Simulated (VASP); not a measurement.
AlN, 8 atoms in the cell. It takes space group P6_3mc (No. 186, hexagonal). Conventional cell: a = 3.130 Å, b = 3.130 Å, c = 5.018 Å, α = 90.00°, β = 90.00°, γ = 120.00°. Within 2.5 Å of Al (site symmetry 3m) lie 4 N at 1.90 to 1.91 Å. Within 2.5 Å of N (site symmetry 3m) lie 4 Al at 1.90 to 1.91 Å. 

| Property | Result |
| --- | --- |
| Program | VASP 6.6.1 |
| Task | vibrations by perturbation theory |
| Functional | PBE |
| Potentials or basis | VASP PAW PBE potentials, release 64 (Al, N) |
| Cutoff | 520 eV |
| k mesh | 8 × 6 × 4 |
| Occupations | gaussian, width 0.05 eV |
| Spin | no spin polarisation |
| Dipole correction | no |
| Further INCAR settings | ALGO = Normal; EDIFF = 1e-08; IBRION = 8; NSW = 1 |

Potentials or basis: VASP PAW PBE potentials, release 64 (Al, N).

Command:

```sh
$ cat potpaw_PBE.64/Al/POTCAR potpaw_PBE.64/N/POTCAR > POTCAR
$ mpirun -np 4 vasp_std > vasp.out
```

Hardware: 4 MPI ranks on Oxide Virtual Turin-like Processor (shared host).

Task: Estimate the wall time of this run.

Result: Wall time 6 min on 4 MPI ranks on Oxide Virtual Turin-like Processor, with other jobs on the host, peak memory 0.46 GiB a rank. Counts: scf iterations 93, k points 60.
